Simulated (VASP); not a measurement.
# Ti2Co (Fd-3m) in VASP: a series of runs

Ti2Co is run at these levels: PBEsol; tasks: single point.

All numbers are computed with VASP 6.6.1; they aren't measurements. Logs are shortened: lines on timing, memory, paths and dates and some standing lists are left out, and cuts for length are marked.

## (1) The cell of the first run

The structure is cubic, space group Fd-3m (No. 227). The conventional cell has a = 6.921 Å, b = 6.921 Å, c = 6.921 Å, α = 90.00°, β = 90.00°, γ = 90.00°. Within 3.2 Å of Ti (site symmetry -3m) lie 6 Ti at 2.45 Å and 6 Co at 2.87 Å. Within 3.8 Å of Co (site symmetry -43m) lie 12 Ti at 2.87 Å and 4 Co at 3.00 Å.

## (2) Single point, PBEsol, collinear spin, ferromagnetic start

The input, INCAR:

```
  PREC = Accurate
  ENCUT = 520
  EDIFF = 1E-6
  ISMEAR = 0
  SIGMA = 0.1
  LREAL = False
  LASPH = True
  NELM = 150
  ALGO = Normal
  ISIF = 2
  LWAVE = False
  LCHARG = False
  ISPIN = 2
  MAGMOM = 0 0 0 0 1.11 1.11
  LORBIT = 11
  LMAXMIX = 4
  GGA = PS
  NBANDS = 46
```

The input, KPOINTS:

```
regular mesh
0
Gamma
  10 10 10
```

The input, POSCAR:

```
Ti2Co
1.0
    0.0000000000      3.4606815210      3.4606815210
    3.4606815210      0.0000000000      3.4606815210
    3.4606815210      3.4606815210      0.0000000000
Ti Co
4 2
Direct
    0.1250000000      0.1250000000      0.1250000000
    0.6250000000      0.1250000000      0.1250000000
    0.1250000000      0.1250000000      0.6250000000
    0.1250000000      0.6250000000      0.1250000000
    0.5000000000      0.5000000000      0.5000000000
    0.7500000000      0.7500000000      0.7500000000
```

Potentials or basis: VASP PAW PBE potentials, release 64 (Ti_sv, Co).

The run is started by

```bash
> cat potpaw_PBE.64/Ti_sv/POTCAR potpaw_PBE.64/Co/POTCAR > POTCAR
> mpirun -np 1 vasp_std > vasp.out
```

OUTCAR:

```text
PREC = Accurate
   ENCUT = 520
   EDIFF = 1E-6
   ISMEAR = 0
   LREAL = False
   LASPH = True
   NELM = 150
   ISIF = 2
   ISPIN = 2
   LORBIT = 11
   GGA = PS

 ion  position               nearest neighbor table
   1  0.125  0.125  0.125-   2 2.45   3 2.45   4 2.45   3 2.45   4 2.45   2 2.45   6 2.87   5 2.87
                             6 2.87   5 2.87   6 2.87   5 2.87
   2  0.625  0.125  0.125-   1 2.45   3 2.45   4 2.45   1 2.45   3 2.45   4 2.45   5 2.87   6 2.87
                             5 2.87   5 2.87   6 2.87   6 2.87
   3  0.125  0.125  0.625-   1 2.45   1 2.45   2 2.45   4 2.45   4 2.45   2 2.45   6 2.87   5 2.87
                             6 2.87   5 2.87   6 2.87   5 2.87
   4  0.125  0.625  0.125-   1 2.45   3 2.45   1 2.45   2 2.45   3 2.45   2 2.45   5 2.87   6 2.87
                             5 2.87   6 2.87   6 2.87   5 2.87
   5  0.500  0.500  0.500-   1 2.87   3 2.87   4 2.87   1 2.87   2 2.87   3 2.87   1 2.87   2 2.87
                             4 2.87   2 2.87   3 2.87   4 2.87   6 3.00   6 3.00   6 3.00   6 3.00
   6  0.750  0.750  0.750-   2 2.87   3 2.87   4 2.87   1 2.87   2 2.87   4 2.87   1 2.87   2 2.87
                             3 2.87   1 2.87   3 2.87   4 2.87   5 3.00   5 3.00   5 3.00   5 3.00

  LATTYP: Found a face centered cubic cell.
 ALAT       =     6.9213630420

  Lattice vectors:

 A1 = (   0.0000000000,   3.4606815210,   3.4606815210)
 A2 = (   3.4606815210,   0.0000000000,   3.4606815210)
 A3 = (   3.4606815210,   3.4606815210,   0.0000000000)

Analysis of symmetry for initial positions (statically):
=====================================================================
 Subroutine PRICEL returns:
 Original cell was already a primitive cell.

 Routine SETGRP: Setting up the symmetry group for a
 face centered cubic supercell.

 Subroutine GETGRP returns: Found 48 space group operations
 (whereof 24 operations were pure point group operations)
 out of a pool of 48 trial point group operations.

The static configuration has the point symmetry T_d .
 The point group associated with its full space group is O_h .

Analysis of symmetry for dynamics (positions and initial velocities):
=====================================================================
 Subroutine PRICEL returns:
 Original cell was already a primitive cell.

 Routine SETGRP: Setting up the symmetry group for a
 face centered cubic supercell.

 Subroutine GETGRP returns: Found 48 space group operations
 (whereof 24 operations were pure point group operations)
 out of a pool of 48 trial point group operations.

The dynamic configuration has the point symmetry T_d .
 The point group associated with its full space group is O_h .

Analysis of structural, dynamic, and magnetic symmetry:
=====================================================================
 Subroutine PRICEL returns:
 Original cell was already a primitive cell.
[... 160 lines left out ...]
  ---------------------------------------------------
  free energy    TOTEN  =       -46.23024233 eV

  energy without entropy =      -46.17752514  energy(sigma->0) =      -46.20388374

 E-fermi :   9.0732     XC(G=0): -12.5548

 val. band max:        9.0701023510   @ k =   0.4000   0.4000   0.0000
 cond. band min:       9.0743676906   @ k =  -0.3000   0.2000   0.0000
 fundamental gap:      0.0042653396
 Fermi energy:         9.0731692390

 spin component 1

 k-point     1 :       0.0000    0.0000    0.0000
  band No.  band energies     occupation
      1     -47.0522      1.00000
      2     -46.5079      1.00000
      3     -46.5079      1.00000
      4     -46.5079      1.00000
      5     -24.8828      1.00000
      6     -23.7183      1.00000
[... 1141 lines left out ...]
     44      12.1978      0.00000
     45      12.8978      0.00000

 [... further k-points ...]

 spin component 2

 k-point     1 :       0.0000    0.0000    0.0000
  band No.  band energies     occupation
      1     -47.0255      1.00000
      2     -46.4831      1.00000
      3     -46.4831      1.00000
      4     -46.4831      1.00000
      5     -24.8131      1.00000
      6     -23.6968      1.00000
[... 1141 lines left out ...]
     44      12.3047      0.00000
     45      12.9107      0.00000

 [... further k-points ...]

 [bands above 45 left out]

------------------------ aborting loop because EDIFF is reached ----------------------------------------

  FORCE on cell =-STRESS in cart. coord.  units (eV):
  Direction    XX          YY          ZZ          XY          YZ          ZX
  --------------------------------------------------------------------------------------
  -------------------------------------------------------------------------------------
  Total        1.4217580      1.4217580      1.4217580     -0.0000000      0.0000000     -0.0000000
  in kB       27.4802928     27.4802928     27.4802928     -0.0000000      0.0000000     -0.0000000
  external PRESSURE =      27.4802928 kB  Pullay stress =       0.0000000 kB

 VOLUME and BASIS-vectors are now :
 -----------------------------------------------------------------------------
  energy-cutoff  :      520.00
  volume of cell :       82.89
      direct lattice vectors                 reciprocal lattice vectors
     0.000000000  3.460681521  3.460681521    -0.144480212  0.144480212  0.144480212
     3.460681521  0.000000000  3.460681521     0.144480212 -0.144480212  0.144480212
     3.460681521  3.460681521  0.000000000     0.144480212  0.144480212 -0.144480212

 POSITION                                       TOTAL-FORCE (eV/Angst)
 -----------------------------------------------------------------------------------
      0.86517      0.86517      0.86517        -0.000000      0.000000      0.000000
      0.86517      2.59551      2.59551        -0.000000      0.000000      0.000000
      2.59551      2.59551      0.86517        -0.000000      0.000000      0.000000
      2.59551      0.86517      2.59551        -0.000000      0.000000      0.000000
      3.46068      3.46068      3.46068         0.000000      0.000000      0.000000
      5.19102      5.19102      5.19102        -0.000000     -0.000000     -0.000000
 -----------------------------------------------------------------------------------
    total drift:                                0.000000      0.000000      0.000000

  FREE ENERGIE OF THE ION-ELECTRON SYSTEM (eV)
  ---------------------------------------------------
  free  energy   TOTEN  =       -46.2302423347 eV

  energy  without entropy=      -46.1775251357  energy(sigma->0) =      -46.20388374

 total charge

# of ion       s       p       d       tot
------------------------------------------
    1        2.291   6.134   2.223  10.648
    2        2.291   6.134   2.223  10.648
    3        2.291   6.134   2.223  10.648
    4        2.291   6.134   2.223  10.648
    5        0.425   0.406   7.167   7.998
    6        0.425   0.406   7.167   7.998
--------------------------------------------------
tot         10.014  25.348  23.228  58.590

 magnetization (x)

# of ion       s       p       d       tot
------------------------------------------
    1       -0.001  -0.008   0.033   0.024
    2       -0.001  -0.008   0.033   0.024
    3       -0.001  -0.008   0.033   0.024
    4       -0.001  -0.008   0.033   0.024
    5        0.005  -0.008   0.863   0.861
    6        0.005  -0.008   0.863   0.861
--------------------------------------------------
tot          0.008  -0.049   1.860   1.818
```

Run time: 5.3 min. Hardware: 1 thread of AMD EPYC 9R45 (Zen 5), shared host; peak memory 0.38 GiB.

What came out:

- Free energy: -46.2302 eV
- Pressure: 2.7 GPa
- Net moment: 1.67 μB per cell
- Site moments: Ti +0.02; Co +0.86 μB
- Valence electrons inside the program's atomic spheres: Ti 10.65; Co 8.00

Levels at points of the mesh, in eV from the Fermi level:
Spin up:
```tsv
k point	band 32	band 33	band 34	band 35	band 36	band 37
(0.00, 0.00, 0.00)	-0.27	-0.27	-0.27	-0.14	-0.14	3.67
(0.50, 0.00, 0.00)	-0.55	-0.14	-0.14	0.73	0.73	0.84
(0.50, 0.50, 0.00)	-0.70	0.19	0.19	0.34	0.34	1.42
```
Spin down:
| k point | band 28 | band 29 | band 30 | band 31 | band 32 | band 33 | band 34 | band 35 | band 36 | band 37 |
| --- | --- | --- | --- | --- | --- | --- | --- | --- | --- | --- |
| (0.00, 0.00, 0.00) | -0.80 | -0.71 | -0.71 | -0.71 | 0.22 | 0.22 | 0.25 | 0.25 | 0.25 | 3.63 |
| (0.50, 0.00, 0.00) | -0.49 | -0.39 | -0.34 | -0.34 | -0.12 | -0.12 | -0.08 | 0.91 | 1.16 | 1.16 |
| (0.50, 0.50, 0.00) | -1.00 | -0.74 | -0.74 | -0.05 | -0.05 | 0.34 | 0.34 | 0.84 | 0.84 | 1.49 |

Caveat: the PAW data sets were made with another functional, which shifts forces and pressure a little.

## (3) Single point, PBEsol, collinear spin, ferromagnetic start (equal strain along all axes, cell held: +2.0 %)

The input, INCAR:

```
SYSTEM = Ti2Co
PREC = Accurate ; ENCUT = 520
EDIFF = 1E-6 ; ISMEAR = 0
SIGMA = 0.1 ; LREAL = .False.
LASPH = .True. ; NELM = 150
ALGO = Normal ; ISIF = 2
LWAVE = .False. ; LCHARG = .True.
ISPIN = 2 ; MAGMOM = 0 0 0 0 1.11 1.11
LORBIT = 11 ; LMAXMIX = 4
GGA = PS ; LELF = .True.
LVHAR = .True. ; NBANDS = 46
```

The input, KPOINTS:

```
regular mesh
0
Gamma
  10 10 10
  0 0 0
```

Changes to POSCAR since step 2:

```diff
@@ -2,5 +2,5 @@
 1.0
-    0.0000000000      3.4606815210      3.4606815210
-    3.4606815210      0.0000000000      3.4606815210
-    3.4606815210      3.4606815210      0.0000000000
+    0.0000000000      3.5593033761      3.5593033761
+    3.5593033761      0.0000000000      3.5593033761
+    3.5593033761      3.5593033761      0.0000000000
 Ti Co
```

Potentials or basis: VASP PAW PBE potentials, release 64 (Ti_sv, Co).

The run is started by

```bash
> cat potpaw_PBE.64/Ti_sv/POTCAR potpaw_PBE.64/Co/POTCAR > POTCAR
> mpirun -np 1 vasp_std > vasp.out
```

OUTCAR:

```text
SYSTEM = Ti2Co
   PREC = Accurate
   ENCUT = 520
   EDIFF = 1E-6
   ISMEAR = 0
   LREAL = .False.
   LASPH = .True.
   NELM = 150
   ISIF = 2
   ISPIN = 2
   LORBIT = 11
   GGA = PS

 ion  position               nearest neighbor table
   1  0.125  0.125  0.125-   2 2.52   3 2.52   4 2.52   3 2.52   4 2.52   2 2.52   6 2.95   5 2.95
                             6 2.95   5 2.95   6 2.95   5 2.95
   2  0.625  0.125  0.125-   1 2.52   3 2.52   4 2.52   1 2.52   3 2.52   4 2.52   6 2.95   5 2.95
                             5 2.95   6 2.95   5 2.95   6 2.95
   3  0.125  0.125  0.625-   1 2.52   1 2.52   2 2.52   4 2.52   4 2.52   2 2.52   6 2.95   5 2.95
                             6 2.95   5 2.95   6 2.95   5 2.95
   4  0.125  0.625  0.125-   1 2.52   3 2.52   1 2.52   2 2.52   3 2.52   2 2.52   6 2.95   5 2.95
                             6 2.95   5 2.95   6 2.95   5 2.95
   5  0.500  0.500  0.500-   1 2.95   1 2.95   1 2.95   2 2.95   3 2.95   4 2.95   4 2.95   2 2.95
                             4 2.95   3 2.95   2 2.95   3 2.95   6 3.08   6 3.08   6 3.08   6 3.08
   6  0.750  0.750  0.750-   2 2.95   3 2.95   4 2.95   1 2.95   1 2.95   1 2.95   2 2.95   2 2.95
                             3 2.95   4 2.95   3 2.95   4 2.95   5 3.08   5 3.08   5 3.08   5 3.08

  LATTYP: Found a face centered cubic cell.
 ALAT       =     7.1186067522

  Lattice vectors:

 A1 = (   0.0000000000,   3.5593033761,   3.5593033761)
 A2 = (   3.5593033761,   0.0000000000,   3.5593033761)
 A3 = (   3.5593033761,   3.5593033761,   0.0000000000)

Analysis of symmetry for initial positions (statically):
=====================================================================
 Subroutine PRICEL returns:
 Original cell was already a primitive cell.

 Routine SETGRP: Setting up the symmetry group for a
 face centered cubic supercell.

 Subroutine GETGRP returns: Found 48 space group operations
 (whereof 24 operations were pure point group operations)
 out of a pool of 48 trial point group operations.

The static configuration has the point symmetry T_d .
 The point group associated with its full space group is O_h .

Analysis of symmetry for dynamics (positions and initial velocities):
=====================================================================
 Subroutine PRICEL returns:
 Original cell was already a primitive cell.

 Routine SETGRP: Setting up the symmetry group for a
 face centered cubic supercell.

 Subroutine GETGRP returns: Found 48 space group operations
 (whereof 24 operations were pure point group operations)
 out of a pool of 48 trial point group operations.

The dynamic configuration has the point symmetry T_d .
 The point group associated with its full space group is O_h .

Analysis of structural, dynamic, and magnetic symmetry:
=====================================================================
 Subroutine PRICEL returns:
 Original cell was already a primitive cell.

 Routine SETGRP: Setting up the symmetry group for a
 face centered cubic supercell.

 Subroutine GETGRP returns: Found 48 space group operations
 (whereof 24 operations were pure point group operations)
 out of a pool of 48 trial point group operations.

The overall configuration has the point symmetry T_d .
 The point group associated with its full space group is O_h .

 Subroutine INISYM returns: Found 48 space group operations
 (whereof 24 operations are pure point group operations),
 and found     1 'primitive' translations

----------------------------------------------------------------------------------------

                                     Primitive cell

  volume of cell :      90.1831
[... 110 lines left out ...]
   EMIN   =  10.00;   EMAX   =-10.00  energy-range for DOS
   EFERMI =   0.00;   METHOD = LEGACY
   ISMEAR =     0;   SIGMA  =   0.10  broadening in eV -4-tet -1-fermi 0-gaus
   EFERMI_NEDOS =   21; number of points for ismear=-14 and -15
   IALGO  =     38    algorithm
   IMIX   =      4    mixing-type and parameters
     AMIX     =   0.40;   BMIX     =  1.00
     AMIX_MAG =   1.60;   BMIX_MAG =  1.00
  volume/ion in A,a.u.               =      15.03       101.43
  Fermi-wavevector in a.u.,A,eV,Ry     =   1.475303  2.787918 29.613326  2.176518
  Thomas-Fermi vector in A             =   2.589968
   LORBIT       =     11    0 simple, 1 ext, 2 COOP (PROOUT), +10 PAW based schemes
   GGA     = PS    functional components
   LHFCALC =     F    Hartree Fock is set to
   AEXX    =    0.0000 exact exchange contribution
   IVDW    =     0    specifies the selected vdW correction
   LEPSILON=     F    determine dielectric tensor
   LRPA    =     F    only Hartree local field effects (RPA)
 spin polarized calculation
 Gauss-broadening in eV      SIGMA  =   0.10
  energy-cutoff  :      520.00
  volume of cell :       90.18
 maximum number of plane-waves:      2454
 NGX is ok and might be reduce to    40
   NGX = 19   NGY = 19   NGZ = 19

 number of electron      66.0000025 magnetization       2.1154271

 Free energy of the ion-electron system (eV)
  ---------------------------------------------------
  ext. energy  EPLUGINS =         0.00000000
  ---------------------------------------------------
  free energy    TOTEN  =       -46.14567765 eV

  energy without entropy =      -46.08849908  energy(sigma->0) =      -46.11708837

 E-fermi :   8.1909     XC(G=0): -12.1134

 val. band max:        8.1902588555   @ k =   0.4000   0.4000   0.0000
 cond. band min:       8.1910050985   @ k =   0.3000   0.3000   0.0000
 fundamental gap:      0.0007462430
 Fermi energy:         8.1908562948

 spin component 1

 k-point     1 :       0.0000    0.0000    0.0000
  band No.  band energies     occupation
      1     -47.9929      1.00000
      2     -47.5851      1.00000
      3     -47.5851      1.00000
      4     -47.5851      1.00000
      5     -25.5134      1.00000
      6     -24.6095      1.00000
[... 1141 lines left out ...]
     44      10.9967      0.00000
     45      11.7000      0.00000

 [... further k-points ...]

 spin component 2

 k-point     1 :       0.0000    0.0000    0.0000
  band No.  band energies     occupation
      1     -47.9977      1.00000
      2     -47.5916      1.00000
      3     -47.5916      1.00000
      4     -47.5916      1.00000
      5     -25.4614      1.00000
      6     -24.6236      1.00000
[... 1141 lines left out ...]
     44      11.0862      0.00000
     45      11.6816      0.00000

 [... further k-points ...]

 [bands above 45 left out]

------------------------ aborting loop because EDIFF is reached ----------------------------------------

  FORCE on cell =-STRESS in cart. coord.  units (eV):
  Direction    XX          YY          ZZ          XY          YZ          ZX
  --------------------------------------------------------------------------------------
  -------------------------------------------------------------------------------------
  Total       -3.4722615     -3.4722615     -3.4722615     -0.0000000      0.0000000     -0.0000000
  in kB      -61.6876165    -61.6876165    -61.6876165     -0.0000000      0.0000000     -0.0000000
  external PRESSURE =     -61.6876165 kB  Pullay stress =       0.0000000 kB

 VOLUME and BASIS-vectors are now :
 -----------------------------------------------------------------------------
  energy-cutoff  :      520.00
  volume of cell :       90.18
      direct lattice vectors                 reciprocal lattice vectors
     0.000000000  3.559303376  3.559303376    -0.140476927  0.140476927  0.140476927
     3.559303376  0.000000000  3.559303376     0.140476927 -0.140476927  0.140476927
     3.559303376  3.559303376  0.000000000     0.140476927  0.140476927 -0.140476927

 POSITION                                       TOTAL-FORCE (eV/Angst)
 -----------------------------------------------------------------------------------
      0.88983      0.88983      0.88983        -0.000000      0.000000     -0.000000
      0.88983      2.66948      2.66948        -0.000000      0.000000     -0.000000
      2.66948      2.66948      0.88983        -0.000000      0.000000     -0.000000
      2.66948      0.88983      2.66948        -0.000000      0.000000     -0.000000
      3.55930      3.55930      3.55930         0.000000     -0.000000      0.000000
      5.33896      5.33896      5.33896        -0.000000     -0.000000      0.000000
 -----------------------------------------------------------------------------------
    total drift:                                0.000000     -0.000000      0.000000

  FREE ENERGIE OF THE ION-ELECTRON SYSTEM (eV)
  ---------------------------------------------------
  free  energy   TOTEN  =       -46.1456776534 eV

  energy  without entropy=      -46.0884990771  energy(sigma->0) =      -46.11708837

 total charge

# of ion       s       p       d       tot
------------------------------------------
    1        2.277   6.116   2.130  10.523
    2        2.277   6.116   2.130  10.523
    3        2.277   6.116   2.130  10.523
    4        2.277   6.116   2.130  10.523
    5        0.401   0.359   7.132   7.892
    6        0.401   0.359   7.132   7.892
--------------------------------------------------
tot          9.907  25.184  22.784  57.875

 magnetization (x)

# of ion       s       p       d       tot
------------------------------------------
    1       -0.002  -0.013   0.000  -0.014
    2       -0.002  -0.013   0.000  -0.014
    3       -0.002  -0.013   0.000  -0.014
    4       -0.002  -0.013   0.000  -0.014
    5        0.008  -0.010   1.212   1.211
    6        0.008  -0.010   1.212   1.211
--------------------------------------------------
tot          0.011  -0.070   2.424   2.364
```

Run time: 8 min. Hardware: 1 thread of Intel Xeon Platinum 8488C (Sapphire Rapids), shared host; peak memory 0.47 GiB.

Results:

| Property | Result |
| --- | --- |
| Free energy | -46.1457 eV |
| Pressure | -6.2 GPa |
| Net moment | 2.12 μB per cell |
| Site moments | Ti -0.01; Co +1.21 μB |
| Valence electrons inside the program's atomic spheres | Ti 10.52; Co 7.89 |

Caveat: the cell differs from its parent crystal (equal strain along all axes, cell held: +2.0 %); the cell stands under tension; the PAW data sets were made with another functional, which shifts forces and pressure a little.

(Part 1 of 2 ends here.)
